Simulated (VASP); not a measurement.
Runs of VASP 6.6.1 on Ge. The structure is that of space group I4/mmm (No. 139), or close to it. The cells are those of the table. 

```tsv
task	level	cell	cutoff (eV)	smearing	gap on the mesh (eV)	pressure (GPa)
single point	PBEsol+D4	a = 2.872 Å, angles 113.5, 113.5, 101.6°, 1 atom	520	fermi-dirac 0.05 eV	none	0.1
relaxation of cell and atoms	PBEsol+D3(BJ)	relaxed from a = 2.947 Å, angles 113.8, 113.8, 101.1°, 1 atom	600	fermi-dirac 0.05 eV	none	0.0
single point	PBE	a = 2.967 Å, angles 115.4, 115.4, 98.2°, 1 atom	520	fermi-dirac 0.05 eV	none	-0.1
single point	PBE	a = 2.947 Å, angles 113.8, 113.8, 101.1°, 1 atom	520	gaussian 0.011 eV	none	0.8
single point	PBE	a = 2.950, b = 2.961, c = 2.925 Å, angles 111.9, 115.2, 101.7°, 1 atom	520	fermi-dirac 0.05 eV	none	0.4
single point	PBE	a = 2.947 Å, angles 113.8, 113.8, 101.1°, 1 atom	520	gaussian 0.015 eV	none	0.8
single point	BLYP+D3(BJ)	a = 3.162 Å, angles 115.6, 115.6, 97.8°, 1 atom	520	fermi-dirac 0.05 eV	none	0.0
single point	PBE	a = 2.947 Å, angles 113.8, 113.8, 101.1°, 1 atom	520	gaussian 0.025 eV	none	(a)
```

Alike in all rows: potentials or basis VASP PAW PBE potentials, release 64 (Ge_d); no spin polarisation; k mesh 12 × 12 × 12.

Question: Fill in the values left out.

Answer: (a) 0.7.

Caveats: the PAW data sets were made with another functional, which shifts forces and pressure a little (some runs); pairwise dispersion overbinds metals, which lowers pressure and volume (some runs).

A k mesh can miss the band edges, and the runs leave out spin-orbit coupling on Ge.

A gap of «none» marks levels without a gap at the run's occupations.
